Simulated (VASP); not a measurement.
PIr (zincblende type), 2 atoms in the cell. It takes space group F-43m (No. 216, cubic). The conventional cell has a = 5.171 Å, b = 5.171 Å, c = 5.171 Å, α = 90.00°, β = 90.00°, γ = 90.00°. Ir (site symmetry -43m) has 4 P at 2.24 Å within 3.0 Å. P (site symmetry -43m) has 4 Ir at 2.24 Å within 3.0 Å. 

| Item | Value |
| --- | --- |
| Program | VASP 6.6.1 |
| Task | single point |
| Functional | LDA |
| Potentials or basis | VASP PAW LDA potentials, release 64 (Ir_sv_GW, P) |
| Cutoff | 500 eV |
| k mesh | 12 × 12 × 12 |
| Occupations | fermi-dirac, width 0.05 eV |
| Spin | no spin polarisation |
| Dipole correction | no |
| Second run | valence_matched |
| Further INCAR settings | ALGO = Normal; EDIFF = 1e-06; NBANDS = 18 |

Potentials or basis: VASP PAW LDA potentials, release 64 (Ir_sv_GW, P).

Command:

```console
$ cat potpaw_LDA.64/Ir_sv_GW/POTCAR potpaw_LDA.64/P/POTCAR > POTCAR
$ mpirun -np 1 vasp_std > vasp.out
```

Hardware: 1 thread of Intel(R) Xeon(R) 6975P-C (Granite Rapids), on a shared host.

**Question.** How long does it take, and how much memory?

**Answer.** Wall time 17 s on 1 thread of Intel(R) Xeon(R) 6975P-C (Granite Rapids), on a shared host, peak memory 0.17 GiB. Counts: scf iterations 12, k points 72.
